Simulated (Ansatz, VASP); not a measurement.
# Two plane-wave programs on Be3Se4

```
Be Se
1.0
     3.63000    0.00000    0.00000
     0.00000    3.63000    0.00000
     0.00000    0.00000    9.80000
Be Se
3 4
Direct
  0.00000 0.00000 0.00000
  0.50000 0.50000 0.26200
  0.50000 0.50000 0.73800
  0.50000 0.00000 0.86900
  0.00000 0.50000 0.13100
  0.50000 0.00000 0.39300
  0.00000 0.50000 0.60700
```

Alike in both runs: task relaxation of cell and atoms; functional PBE; k mesh 5 × 5 × 2; occupations gaussian, width 0.2 eV; no spin polarisation.

```csv
,VASP,Ansatz
version,VASP 6.6.1,Ansatz 0.2.0
potentials or method,"VASP PAW PBE potentials, release 64 (Be, Se), cutoff 600 eV","scalar-relativistic, plane waves, PAW"
valence electrons in the cell,30,70
```

```csv
,VASP,Ansatz,Ansatz less VASP
"gap on the k mesh at the Fermi level, each at its own relaxed structure (eV)",none,none,-
relaxed volume (Å³/atom),18.98,19.22,+0.244
relaxed cell length with the largest relative difference (Å),10.274,10.432,+0.1582
```

A gap of «none» marks a metal or a gap that the smearing closes. VASP's potentials hold 30 valence electrons a cell and Ansatz's 70, so a difference there can come from the potentials and not from the codes.
